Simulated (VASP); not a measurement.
Write the native input for VASP 6.6.1 that does the following.

```
Task                   : single point
Functional             : PBE
Potentials or basis    : VASP PAW PBE potentials, release 64 (Si, O)
Cutoff                 : 520 eV
k mesh                 : 6 × 6 × 8
Occupations            : gaussian, width 0.05 eV
Spin                   : no spin polarisation
Dipole correction      : no
Further INCAR settings : ALGO = Normal; EDIFF = 1e-06; NBANDS = 25
```

The structure of SiO2 lies in POSCAR:

```
SiO2
1.0
    4.2676000000      0.0000000000      0.0000000000
    0.0000000000      4.2676000000      0.0000000000
    0.0000000000      0.0000000000      2.5284000000
Si O
2 4
Direct
    0.5000000000      0.5000000000      0.5000000000
    0.0000000000      0.0000000000      0.0000000000
    0.6930127928      0.6930127928      0.0000000000
    0.1930127928      0.8069872072      0.5000000000
    0.3069872072      0.3069872072      0.0000000000
    0.8069872072      0.1930127928      0.5000000000
```

One way to write it, as run:

INCAR

```
SYSTEM = SiO2
PREC = Accurate
ENCUT = 520
EDIFF = 1E-6
ISMEAR = 0
SIGMA = 0.05
LREAL = .False.
LASPH = .True.
NELM = 80
ALGO = Normal
ISIF = 2
LWAVE = .False.
LCHARG = .True.
GGA = PE
LELF = .True.
LVHAR = .True.
NBANDS = 25
```

KPOINTS

```
regular mesh
0
Gamma
  6 6 8
  0 0 0
```

Potentials or basis: VASP PAW PBE potentials, release 64 (Si, O).

Command:

```bash
$ cat potpaw_PBE.64/Si/POTCAR potpaw_PBE.64/O/POTCAR > POTCAR
$ mpirun -np 1 vasp_std > vasp.out
```

Results of the run:

| Quantity | Value |
| --- | --- |
| Pressure | 20.8 GPa |
| Largest force | 0.004 eV/Å |
| Band gap on the k mesh | 6.06 eV |

Caveat: the cell stands under pressure.

Run time: 57 s on 1 thread of Intel Xeon 8259CL, on a shared host, peak memory 0.18 GiB.
